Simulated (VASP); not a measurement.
# Li3H3N2 (R-3m) in VASP: further runs

Runs on Li3H3N2. Level: PBEsol. Tasks: single point, relaxation of cell and atoms.

Everything below comes from runs of VASP 6.6.1. Logs are shortened: lines on timing, memory, paths and dates and some standing lists are left out, and cuts for length are marked.

### 1 The cell of the first run

It takes space group R-3m (No. 166, trigonal). The conventional cell has a = 3.563 Å, b = 3.563 Å, c = 12.748 Å, α = 90.00°, β = 90.00°, γ = 120.00°. Li (site symmetry 3m) has 4 N at 2.08 to 2.09 Å and 6 H at 2.19 Å and 7 Li at 2.22 to 2.66 Å within 2.8 Å. Li (site symmetry -3m) has 6 Li at 2.22 Å and 6 H at 2.36 Å and 6 N at 2.40 Å within 2.9 Å. Within 1.8 Å of H (site symmetry 2/m) lie 2 N at 1.36 Å and 4 H at 1.78 Å. Within 1.8 Å of N (site symmetry 3m) lie 3 H at 1.36 Å.

### 2 Single point, PBEsol

Contents of INCAR:

```
ALGO     = Normal         # electronic algorithm
EDIFF    = 1E-6           # SCF threshold, eV
ENCUT    = 520            # plane-wave cutoff, eV
GGA      = PS             # functional
ISIF     = 2              # what is computed and relaxed
ISMEAR   = -1             # smearing method
LASPH    = True           # aspherical terms in the spheres
LCHARG   = False          # write CHGCAR
LREAL    = False          # projectors in reciprocal space
LWAVE    = False          # write WAVECAR
NBANDS   = 21             # bands
NELM     = 100            # most SCF steps
PREC     = Accurate       # precision mode
SIGMA    = 0.03           # smearing width, eV
```

Contents of KPOINTS:

```
k-points
0
Gamma
  6 6 6
```

Contents of POSCAR:

```
Li3H3N2
1.0
    1.7815570907      1.0285824659      4.2493805988
   -1.7815570907      1.0285824659      4.2493805988
    0.0000000000     -2.0571649317      4.2493805988
Li H N
3 3 2
Direct
    0.8996845997      0.8996845997      0.8996845997
    0.5000000000      0.5000000000      0.5000000000
    0.1003154003      0.1003154003      0.1003154003
    0.5000000000      0.0000000000      0.5000000000
    0.5000000000      0.5000000000      0.0000000000
    0.0000000000      0.5000000000      0.5000000000
    0.2637097144      0.2637097144      0.2637097144
    0.7362902856      0.7362902856      0.7362902856
```

Potentials or basis: VASP PAW PBE potentials, release 64 (Li_sv, H, N).

The run is started by

```console
$ cat potpaw_PBE.64/Li_sv/POTCAR potpaw_PBE.64/H/POTCAR potpaw_PBE.64/N/POTCAR > POTCAR
$ mpirun -np 1 vasp_std > vasp.out
```

OUTCAR:

```text
EDIFF = 1E-6
   ENCUT = 520
   GGA = PS
   ISIF = 2
   ISMEAR = -1
   LASPH = True
   LREAL = False
   NELM = 100
   PREC = Accurate

 ion  position               nearest neighbor table
   1  0.900  0.900  0.900-   8 2.08   7 2.09   7 2.09   7 2.09   2 2.22   2 2.22   2 2.22   3 2.56

   2  0.500  0.500  0.500-   3 2.22   1 2.22   3 2.22   3 2.22   1 2.22   1 2.22
   3  0.100  0.100  0.100-   7 2.08   8 2.09   8 2.09   8 2.09   2 2.22   2 2.22   2 2.22   1 2.56

   4  0.500  0.000  0.500-
   5  0.500  0.500  0.000-
   6  0.000  0.500  0.500-
   7  0.264  0.264  0.264-   3 2.08   1 2.09   1 2.09   1 2.09
   8  0.736  0.736  0.736-   1 2.08   3 2.09   3 2.09   3 2.09

  LATTYP: Found a trigonal (rhomboedric) cell.
 ALAT       =     4.7211400138
 COS(alpha) =     0.7152027949

  Lattice vectors:

 A1 = (   1.7815570907,   1.0285824659,   4.2493805988)
 A2 = (  -1.7815570907,   1.0285824659,   4.2493805988)
 A3 = (   0.0000000000,  -2.0571649317,   4.2493805988)

Analysis of symmetry for initial positions (statically):
=====================================================================
 Subroutine PRICEL returns:
 Original cell was already a primitive cell.

 Routine SETGRP: Setting up the symmetry group for a
 trigonal (rhombohedral) supercell.

 Subroutine GETGRP returns: Found 12 space group operations
 (whereof 12 operations were pure point group operations)
 out of a pool of 12 trial point group operations.

The static configuration has the point symmetry D_3d.

Analysis of symmetry for dynamics (positions and initial velocities):
=====================================================================
 Subroutine PRICEL returns:
 Original cell was already a primitive cell.

 Routine SETGRP: Setting up the symmetry group for a
 trigonal (rhombohedral) supercell.

 Subroutine GETGRP returns: Found 12 space group operations
 (whereof 12 operations were pure point group operations)
 out of a pool of 12 trial point group operations.

The dynamic configuration has the point symmetry D_3d.

 Subroutine INISYM returns: Found 12 space group operations
 (whereof 12 operations are pure point group operations),
 and found     1 'primitive' translations

----------------------------------------------------------------------------------------

                                     Primitive cell

  volume of cell :      46.7214

  direct lattice vectors                    reciprocal lattice vectors
     1.781557091  1.028582466  4.249380599     0.280653369  0.162035298  0.078442805
    -1.781557091  1.028582466  4.249380599    -0.280653369  0.162035298  0.078442805
     0.000000000 -2.057164932  4.249380599     0.000000000 -0.324070597  0.078442805

  length of vectors
     4.721140014  4.721140014  4.721140014     0.333429191  0.333429191  0.333429191

  position of ions in fractional coordinates (direct lattice)
     0.899684600  0.899684600  0.899684600
     0.500000000  0.500000000  0.500000000
     0.100315400  0.100315400  0.100315400
     0.500000000  1.000000000  0.500000000
     0.500000000  0.500000000  0.000000000
     1.000000000  0.500000000  0.500000000
     0.263709714  0.263709714  0.263709714
     0.736290286  0.736290286  0.736290286

  ion indices of the primitive-cell ions
   primitive index   ion index
                 1           1
                 2           2
                 3           3
                 4           4
                 5           5
                 6           6
                 7           7
                 8           8

----------------------------------------------------------------------------------------

 KPOINTS: k-points

Automatic generation of k-mesh.
 Grid dimensions read from file:
 generate k-points for:    6    6    6

 Generating k-lattice:

  Cartesian coordinates                     Fractional coordinates (reciprocal lattice)
     0.046775562  0.027005883  0.013073801     0.166666667 -0.000000000  0.000000000
    -0.046775562  0.027005883  0.013073801    -0.000000000  0.166666667  0.000000000
     0.000000000 -0.054011766  0.013073801     0.000000000  0.000000000  0.166666667

  Length of vectors
     0.055571532  0.055571532  0.055571532

  Shift w.r.t. Gamma in fractional coordinates (k-lattice)
     0.000000000  0.000000000  0.000000000

 Subroutine IBZKPT returns following result:
 ===========================================

 Found     32 irreducible k-points:

 Following reciprocal coordinates:
            Coordinates               Weight
  0.000000  0.000000  0.000000      1.000000
  0.166667 -0.000000  0.000000      6.000000
  0.333333 -0.000000  0.000000      6.000000
  0.500000 -0.000000  0.000000      3.000000
  0.166667  0.166667  0.000000      6.000000
  0.333333  0.166667  0.000000     12.000000
[... 16 lines left out ...]
  0.500000  0.500000  0.166667      6.000000
 -0.333333  0.500000  0.166667     12.000000
 [... further k-points ...]
   k-points           NKPTS =     32   k-points in BZ     NKDIM =     32   number of bands    NBANDS=     21
   number of dos      NEDOS =    301   number of ions     NIONS =      8
   total plane-waves  NPLWV =  46656
   dimension x,y,z NGX =    36 NGY =   36 NGZ =   36
   dimension x,y,z NGXF=    72 NGYF=   72 NGZF=   72
   ions per type =               3   3   2
   NGX,Y,Z   is equivalent  to a cutoff of  12.68, 12.68, 12.68 a.u.
   NGXF,Y,Z  is equivalent  to a cutoff of  25.35, 25.35, 25.35 a.u.
 SYSTEM =  unknown system
   PREC   = accura    normal or accurate (medium, high low for compatibility)
   ISTART =      0    job   : 0-new  1-cont  2-samecut
   ICHARG =      2    charge: 1-file 2-atom 10-const
   ISPIN  =      1    spin polarized calculation?
   LNONCOLLINEAR =      F non collinear calculations
   LSORBIT =      F    spin-orbit coupling
   LASPH  =      T    aspherical Exc in radial PAW
   ENCUT  =  520.0 eV  38.22 Ry    6.18 a.u.   8.78  8.78  8.78*2*pi/ulx,y,z
   NELM   =    100;   NELMIN=  2; NELMDL= -5     # of ELM steps
   EDIFF  = 0.1E-05   stopping-criterion for ELM
   LREAL  =      F    real-space projection
   EDIFFG = 0.1E-04   stopping-criterion for IOM
   NSW    =      0    number of steps for IOM
   IBRION =     -1    ionic relax: 0-MD 1-quasi-New 2-CG
   NFREE  =      0    steps in history (QN), initial steepest desc. (CG)
   ISIF   =      2    stress and relaxation
   ISYM   =      2    0-nonsym 1-usesym 2-fastsym
   POTIM  = 0.5000    time-step for ionic-motion
   TEBEG  =    0.0;   TEEND  =   0.0 temperature during run
   PSTRESS=    0.0 pullay stress
   NELECT =      22.0000    total number of electrons
   NUPDOWN=      -1.0000    fix difference up-down
   EMIN   =  10.00;   EMAX   =-10.00  energy-range for DOS
   EFERMI =   0.00;   METHOD = LEGACY
   ISMEAR =    -1;   SIGMA  =   0.03  broadening in eV -4-tet -1-fermi 0-gaus
   EFERMI_NEDOS =   21; number of points for ismear=-14 and -15
   IALGO  =     38    algorithm
   IMIX   =      4    mixing-type and parameters
     AMIX     =   0.40;   BMIX     =  1.00
     AMIX_MAG =   1.60;   BMIX_MAG =  1.00
  volume/ion in A,a.u.               =       5.84        39.41
  Fermi-wavevector in a.u.,A,eV,Ry     =   1.273632  2.406815 22.070518  1.622137
  Thomas-Fermi vector in A             =   2.406444
   LORBIT       =      0    0 simple, 1 ext, 2 COOP (PROOUT), +10 PAW based schemes
   GGA     = PS    functional components
   LHFCALC =     F    Hartree Fock is set to
   AEXX    =    0.0000 exact exchange contribution
   IVDW    =     0    specifies the selected vdW correction
   LEPSILON=     F    determine dielectric tensor
   LRPA    =     F    only Hartree local field effects (RPA)
 non-spin polarized calculation
  energy-cutoff  :      520.00
  volume of cell :       46.72
 maximum number of plane-waves:      1288
   NGX = 17   NGY = 17   NGZ = 17

 number of electron      21.9999999 magnetization

 Free energy of the ion-electron system (eV)
  ---------------------------------------------------
  ext. energy  EPLUGINS =         0.00000000
  ---------------------------------------------------
  free energy    TOTEN  =       -34.88188992 eV

  energy without entropy =      -34.88188992  energy(sigma->0) =      -34.88188992

 E-fermi :   4.2518     XC(G=0): -10.6179

 val. band max:        3.5518177517   @ k =  -0.3333   0.5000   0.1667
 cond. band min:       8.3008504266   @ k =   0.5000   0.5000   0.0000
 fundamental gap:      4.7490326749
 Fermi energy:         4.2518173409

 k-point     1 :       0.0000    0.0000    0.0000
  band No.  band energies     occupation
      1     -41.5805      2.00000
      2     -40.4043      2.00000
      3     -40.3519      2.00000
      4     -12.4578      2.00000
      5      -8.0032      2.00000
      6      -1.7500      2.00000
[... 13 lines left out ...]
     20      19.0043      0.00000
     21      19.1412      0.00000

 k-point     2 :       0.1667   -0.0000    0.0000
  band No.  band energies     occupation
      1     -41.5752      2.00000
      2     -40.4049      2.00000
      3     -40.3543      2.00000
      4     -12.2238      2.00000
      5      -8.2673      2.00000
      6      -1.6717      2.00000
[... 13 lines left out ...]
     20      17.9855      0.00000
     21      18.5466      0.00000

 k-point     3 :       0.3333   -0.0000    0.0000
  band No.  band energies     occupation
      1     -41.5646      2.00000
      2     -40.4058      2.00000
      3     -40.3599      2.00000
      4     -11.5801      2.00000
      5      -9.0260      2.00000
      6      -2.1091      2.00000
[... 13 lines left out ...]
     20      16.6308      0.00000
     21      17.8916      0.00000
[... 457 lines left out ...]
 k-point    23 :       0.5000    0.5000    0.1667
  band No.  band energies     occupation
      1     -41.5644      2.00000
      2     -40.3870      2.00000
      3     -40.3786      2.00000
      4     -11.5269      2.00000
      5      -9.1135      2.00000
      6      -2.4982      2.00000
[... 13 lines left out ...]
     20      16.3740      0.00000
     21      17.6531      0.00000

 k-point    24 :      -0.3333    0.5000    0.1667
  band No.  band energies     occupation
      1     -41.5593      2.00000
      2     -40.3880      2.00000
      3     -40.3808      2.00000
      4     -11.0118      2.00000
      5      -9.6118      2.00000
      6      -2.5944      2.00000
[... 13 lines left out ...]
     20      17.1989      0.00000
     21      18.2395      0.00000

 [... further k-points ...]

------------------------ aborting loop because EDIFF is reached ----------------------------------------

  FORCE on cell =-STRESS in cart. coord.  units (eV):
  Direction    XX          YY          ZZ          XY          YZ          ZX
  --------------------------------------------------------------------------------------
  -------------------------------------------------------------------------------------
  Total       -0.0138968     -0.0138968     -0.0535951      0.0000000     -0.0000000      0.0000000
  in kB       -0.4765502     -0.4765502     -1.8378901      0.0000000     -0.0000000      0.0000000
  external PRESSURE =      -0.9303302 kB  Pullay stress =       0.0000000 kB

 VOLUME and BASIS-vectors are now :
 -----------------------------------------------------------------------------
  energy-cutoff  :      520.00
  volume of cell :       46.72
      direct lattice vectors                 reciprocal lattice vectors
     1.781557091  1.028582466  4.249380599     0.280653369  0.162035298  0.078442805
    -1.781557091  1.028582466  4.249380599    -0.280653369  0.162035298  0.078442805
     0.000000000 -2.057164932  4.249380599     0.000000000 -0.324070597  0.078442805

 POSITION                                       TOTAL-FORCE (eV/Angst)
 -----------------------------------------------------------------------------------
      0.00000      0.00000     11.46931        -0.000000      0.000000      0.010762
      0.00000      0.00000      6.37407        -0.000000     -0.000000      0.000000
      0.00000      0.00000      1.27883        -0.000000     -0.000000     -0.010762
      0.89078     -0.51429      4.24938        -0.000000      0.000000      0.000000
      0.00000      1.02858      4.24938         0.000000     -0.000000      0.000000
     -0.89078     -0.51429      4.24938         0.000000     -0.000000      0.000000
      0.00000      0.00000      3.36181        -0.000000      0.000000      0.017337
      0.00000      0.00000      9.38633        -0.000000     -0.000000     -0.017337
 -----------------------------------------------------------------------------------
    total drift:                               -0.000000     -0.000000     -0.000000

  FREE ENERGIE OF THE ION-ELECTRON SYSTEM (eV)
  ---------------------------------------------------
  free  energy   TOTEN  =       -34.8818899247 eV

  energy  without entropy=      -34.8818899247  energy(sigma->0) =      -34.88188992
```

Run time: 32 s. Hardware: 1 thread of AMD EPYC 9R45 (Zen 5), shared host; peak memory 0.17 GiB.

What came out:

- Free energy: -34.8819 eV
- Largest force: 0.017 eV/Å
- Band gap on the k mesh: 4.75 eV, indirect (least direct gap 4.88 eV)

Forces on the atoms (eV/Å):
```
Li   0.000  0.000  0.011
Li   0.000  0.000  0.000
Li   0.000  0.000 -0.011
H    0.000  0.000  0.000
H    0.000  0.000  0.000
H    0.000  0.000  0.000
N    0.000  0.000  0.017
N    0.000  0.000 -0.017
```

Levels at points of the mesh, in eV from the valence-band top:
```csv
k point,band 7,band 8,band 9,band 10,band 11,band 12,band 13,band 14,band 15,band 16
"(0.00, 0.00, 0.00)",-4.16,-4.16,-0.43,-0.42,-0.42,4.97,6.41,6.41,6.53,6.58
"(0.50, 0.00, 0.00)",-4.87,-4.30,-1.77,-1.62,-1.46,5.20,7.64,8.74,8.96,9.47
"(0.50, 0.50, 0.00)",-5.44,-5.32,-0.23,-0.23,-0.13,4.75,5.82,6.31,8.53,9.46
"(0.50, 0.50, 0.50)",-4.08,-3.17,-2.35,-0.98,-0.98,5.80,7.61,7.90,7.90,9.28
```

Caveat: the cutoff is under 1.25 times the usual one of these potentials, so pressure, stress and relaxed cells hold a basis-set (Pulay) error; the PAW data sets were made with another functional, which shifts forces and pressure a little.

### 3 Relaxation of cell and atoms, PBEsol

This run uses another cell than the first one, of 8.29 Å³/atom, 1.420 times its volume.

Contents of INCAR:

```
SYSTEM = Li3H3N2
  PREC = Accurate
  ENCUT = 600
  EDIFF = 1E-6
  ISMEAR = -1
  SIGMA = 0.03
  LREAL = .FALSE.
  LASPH = .TRUE.
  NELM = 100
  ALGO = Normal
  ISIF = 3
  LWAVE = .FALSE.
  LCHARG = .FALSE.
  GGA = PS
  IBRION = 2
  NSW = 100
  EDIFFG = -0.01
```

Contents of KPOINTS:

```
regular mesh
0
G
  6 6 6
  0 0 0
```

Contents of POSCAR:

```
Li3H3N2
1.0
    2.0110389200      1.1610738600      4.7357175800
   -2.0110389200      1.1610738600      4.7357175800
    0.0000000000     -2.3221477200      4.7357175800
Li H N
3 3 2
Direct
    0.9081434800      0.9081434800      0.9081434800
    0.5000000000      0.5000000000      0.5000000000
    0.0918565200      0.0918565200      0.0918565200
    0.5000000000      0.0000000000      0.5000000000
    0.5000000000      0.5000000000      0.0000000000
    0.0000000000      0.5000000000      0.5000000000
    0.2570212100      0.2570212100      0.2570212100
    0.7429787900      0.7429787900      0.7429787900
```

Potentials or basis: VASP PAW PBE potentials, release 64 (Li_sv, H, N).

The run is started by

```console
$ cat potpaw_PBE.64/Li_sv/POTCAR potpaw_PBE.64/H/POTCAR potpaw_PBE.64/N/POTCAR > POTCAR
$ mpirun -np 1 vasp_std > vasp.out
```

Run time: 5.5 min. Hardware: 1 thread of AMD EPYC 9R45 (Zen 5), shared host; peak memory 0.24 GiB.

It converged, with:

| Item | Value |
| --- | --- |
| Free energy | -34.9397 eV |
| Relaxed volume | 5.83 Å³/atom |
| Relaxed cell | a = 4.717 Å, b = 4.717 Å, c = 4.717 Å, α = 44.38°, β = 44.38°, γ = 44.38° |
| Space group after relaxing (to 0.05 Å) | R-3m (No. 166) |
| Energy gained by relaxing | 268.2 meV/atom |
| Ionic steps | 11 |
| Pressure after relaxing | 0.1 GPa |
| Largest force after relaxing | 0.007 eV/Å |
| Band gap on the k mesh | 4.74 eV, indirect (least direct gap 4.88 eV) |

Forces on the atoms (eV/Å):
```
Li   0.000  0.000  0.007
Li   0.000  0.000  0.000
Li   0.000  0.000 -0.007
H    0.000  0.000  0.000
H    0.000  0.000  0.000
H    0.000  0.000  0.000
N    0.000  0.000 -0.006
N    0.000  0.000  0.006
```

Step by step:
```csv
step,energy change (eV),largest force (eV/Å),pressure (GPa),volume (Å³)
1,0.0000,2.5280,-21.85,66.35
2,-1.6518,0.8152,-13.93,56.07
3,-1.9568,0.9220,-4.20,51.06
4,-2.0740,0.4951,-2.94,49.17
5,-2.1346,0.2319,-0.30,46.68
6,-2.1348,0.2132,-0.49,46.83
7,-2.1427,0.1026,0.75,46.44
8,-2.1431,0.0844,1.06,46.34
9,-2.1457,0.0270,0.19,46.57
10,-2.1457,0.0333,0.16,46.59
11,-2.1458,0.0069,0.08,46.65
```

Final structure:
```
Li H N
1.0
     1.78128    1.02842    4.24443
    -1.78128    1.02842    4.24443
     0.00000   -2.05684    4.24443
Li H N
3 3 2
Direct
  0.89968 0.89968 0.89968
  0.50000 0.50000 0.50000
  0.10032 0.10032 0.10032
  0.50000 0.00000 0.50000
  0.50000 0.50000 0.00000
  0.00000 0.50000 0.50000
  0.26371 0.26371 0.26371
  0.73629 0.73629 0.73629
```

Levels at points of the mesh, in eV from the valence-band top:
```
           k point  band 8  band 9  band 10  band 11  band 12  band 13  band 14  band 15
(0.00, 0.00, 0.00)   -4.18   -0.44    -0.42    -0.42     4.97     6.41     6.41     6.53
(0.50, 0.00, 0.00)   -4.30   -1.78    -1.63    -1.47     5.20     7.64     8.74     8.98
(0.50, 0.50, 0.00)   -5.34   -0.23    -0.22    -0.13     4.74     5.83     6.31     8.53
(0.50, 0.50, 0.50)   -3.17   -2.36    -0.98    -0.98     5.80     7.61     7.91     7.91
```

Caveat: the cutoff is under 1.25 times the usual one of these potentials, so pressure, stress and relaxed cells hold a basis-set (Pulay) error; the volume moved by over 15 % at a fixed basis, so the end points are rough; the PAW data sets were made with another functional, which shifts forces and pressure a little. A k mesh can miss the band edges.
